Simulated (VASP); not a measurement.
KNd2Sb3:

```
CELL_PARAMETERS angstrom
4.34522 0.00000 0.00000
0.00000 4.34522 0.00000
0.00000 0.00000 9.58596
ATOMIC_POSITIONS crystal
K 0.50000 0.50000 0.00000
Nd 0.50000 0.00000 0.73919
Nd 0.00000 0.50000 0.26081
Sb 0.50000 0.00000 0.38377
Sb 0.00000 0.50000 0.61623
Sb 0.00000 0.00000 0.00000
```

The cell was generated, and may not be a known phase.

- Program: VASP 6.6.1
- Task: relaxation of cell and atoms
- Functional: PBE
- Potentials or basis: VASP PAW PBE potentials, release 64 (K_sv, Nd_3, Sb), 4f in core
- Cutoff: 500 eV
- k mesh: 4 × 4 × 2
- Occupations: gaussian, width 0.2 eV
- Spin: no spin polarisation

At the start: pressure 3.0 GPa; volume 30.17 Å³/atom.

Task: How do energy, volume and symmetry change on relaxing?

Result: Over 14 steps the energy falls by 261.7 meV/atom and the volume is 31.62 Å³/atom (+4.8 %); space group P-4m2 (No. 115, to 0.1 Å) before and after.

Step by step:
| step | energy change (eV) | largest force (eV/Å) | pressure (GPa) | volume (Å³) |
| --- | --- | --- | --- | --- |
| 1 | 0.0000 | 1.1684 | 2.97 | 180.99 |
| 2 | -0.2608 | 1.0266 | -0.81 | 195.97 |
| 3 | -0.2693 | 1.0049 | -1.48 | 199.42 |
| 4 | -0.4701 | 0.8179 | -1.11 | 197.78 |
| 5 | -0.8143 | 1.6127 | 0.67 | 192.44 |
| 6 | -0.9556 | 1.5280 | 0.50 | 193.05 |
| 7 | -1.2592 | 1.2568 | 0.01 | 194.88 |
| 8 | -1.1829 | 1.4145 | -0.79 | 198.49 |
| 9 | -1.3573 | 0.9885 | -0.39 | 196.37 |
| 10 | -1.5158 | 0.3530 | -0.48 | 194.35 |
| 11 | -1.5241 | 0.2232 | -0.40 | 193.72 |
| 12 | -1.5467 | 0.1968 | -0.03 | 191.28 |
| 13 | -1.5621 | 0.1376 | 0.63 | 187.36 |
| 14 | -1.5702 | 0.0036 | -0.17 | 189.73 |

Final structure:
```cif
data_structure
_symmetry_space_group_name_H-M 'P 1'
_symmetry_Int_Tables_number 1
_cell_length_a 4.6459
_cell_length_b 4.6459
_cell_length_c 8.7900
_cell_angle_alpha 90.000
_cell_angle_beta 90.000
_cell_angle_gamma 90.000
_cell_volume 189.73
loop_
_atom_site_label
_atom_site_type_symbol
_atom_site_fract_x
_atom_site_fract_y
_atom_site_fract_z
_atom_site_occupancy
K1 K 0.50000 0.50000 0.00000 1
Nd1 Nd 0.50000 0.00000 0.67173 1
Nd2 Nd 0.00000 0.50000 0.32827 1
Sb1 Sb 0.50000 0.00000 0.31476 1
Sb2 Sb 0.00000 0.50000 0.68524 1
Sb3 Sb 0.00000 0.00000 0.00000 1
```

Caveat: the k points lie up to 0.36 Å⁻¹ apart in the final cell.
